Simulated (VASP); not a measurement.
## AlCo: single point with PBE

The system is AlCo.

```xyz
2
Lattice="2.7663 0.0000 0.0000 0.0000 2.8733 0.0000 0.0000 0.0000 2.8733" Properties=species:S:1:pos:R:3 pbc="T T T"
Al    0.0000    0.0000    0.0000
Co    1.3832    1.4366    1.4366
```

This cell differs from its parent crystal: uniaxial strain along a: -3.0 %.

- Program: VASP 6.6.1
- Task: single point
- Functional: PBE
- Potentials or basis: VASP PAW PBE potentials, release 64 (Al, Co)
- Cutoff: 520 eV
- k mesh: 18 × 18 × 18
- Occupations: gaussian, width 0.1 eV
- Spin: no spin polarisation

```json
{
  "Pressure": "2.8 GPa",
  "Band gap on the k mesh": "zero (band 6 reaches 13.10 eV, above the bottom of band 7 at 10.43 eV)"
}
```

Stress tensor (GPa, compression positive):
```
8.05 0.00 0.00
0.00 0.24 0.00
0.00 0.00 0.24
```

Levels at points of the mesh, in eV from the Fermi level:
```csv
k point,band 2,band 3,band 4,band 5,band 6,band 7,band 8,band 9,band 10,band 11
"(0.00, 0.00, 0.00)",-3.03,-2.96,-0.93,-0.78,-0.78,5.60,5.60,7.02,8.68,8.89
"(0.50, 0.00, 0.00)",-6.50,-2.35,-1.80,-1.80,-0.79,0.45,8.46,10.36,10.36,11.72
"(0.00, 0.50, 0.00)",-6.71,-2.41,-1.83,-1.54,-0.67,0.09,8.40,10.25,11.30,11.56
"(0.50, 0.50, 0.00)",-3.06,-2.71,-2.47,-1.59,-1.56,-0.18,2.63,3.67,12.63,15.51
"(0.00, 0.50, 0.50)",-3.13,-2.85,-2.85,-1.37,-1.37,-0.30,2.25,3.31,13.60,16.64
"(0.50, 0.50, 0.50)",-3.97,-3.97,-0.26,-0.10,2.37,2.37,2.52,4.27,5.12,5.56
```

Run time: 2.6 min on 1 thread of AMD EPYC 9R45 (Zen 5) (shared host), peak memory 0.25 GiB.

Caveat: the cell differs from its parent crystal (uniaxial strain along a: -3.0 %). Spin polarisation is off, so any magnetic state and its effect on volume and gap are missing.
